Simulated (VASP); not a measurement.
# TeW: single point with PBE

The system is TeW.

```
Te W
1.0
     3.33585    0.00000    0.00000
    -1.66793    2.88893    0.00000
     0.00000    0.00000    4.09445
Te W
1 1
Direct
  0.00000 0.00000 0.00000
  0.33333 0.66667 0.50000
```

The cell was built from a structure type or drawn by symmetry, and may not be a known phase.

| Quantity | Value |
| --- | --- |
| Program | VASP 6.6.1 |
| Task | single point |
| Functional | PBE |
| Potentials or basis | VASP PAW PBE potentials, release 64 (Te, W_sv) |
| Cutoff | 500 eV |
| k mesh | 6 × 6 × 4 |
| Occupations | gaussian, width 0.2 eV |
| Spin | no spin polarisation |
| Dipole correction | no |
| Further INCAR settings | ALGO = Normal; EDIFF = 1e-06; NBANDS = 17 |

| Quantity | Value |
| --- | --- |
| Pressure | -0.1 GPa |
| Band gap on the k mesh | zero (bands 10 and 11 overlap by 1.65 eV) |

Levels at points of the mesh, in eV from the Fermi level:
```csv
k point,band 8,band 9,band 10,band 11,band 12,band 13
"(0.00, 0.00, 0.00)",-2.23,-2.23,0.08,0.08,2.81,2.98
"(0.50, 0.00, 0.00)",-3.31,-1.47,-0.53,1.85,2.10,2.16
"(0.00, 0.00, 0.50)",-1.39,-1.39,-1.24,-1.24,2.76,2.76
"(0.50, 0.00, 0.50)",-3.56,-2.49,-0.67,1.51,1.81,3.20
```

It took 9 s on 1 thread of Intel(R) Xeon(R) Platinum 8259CL CPU @ 2.50GHz (Skylake/Cascade Lake) (shared host), peak memory 0.15 GiB.

Caveat: the k points lie up to 0.38 Å⁻¹ apart, too coarse for converged energies and pressures of a metal; spin-orbit coupling is left out, which moves the levels of the heavy elements.
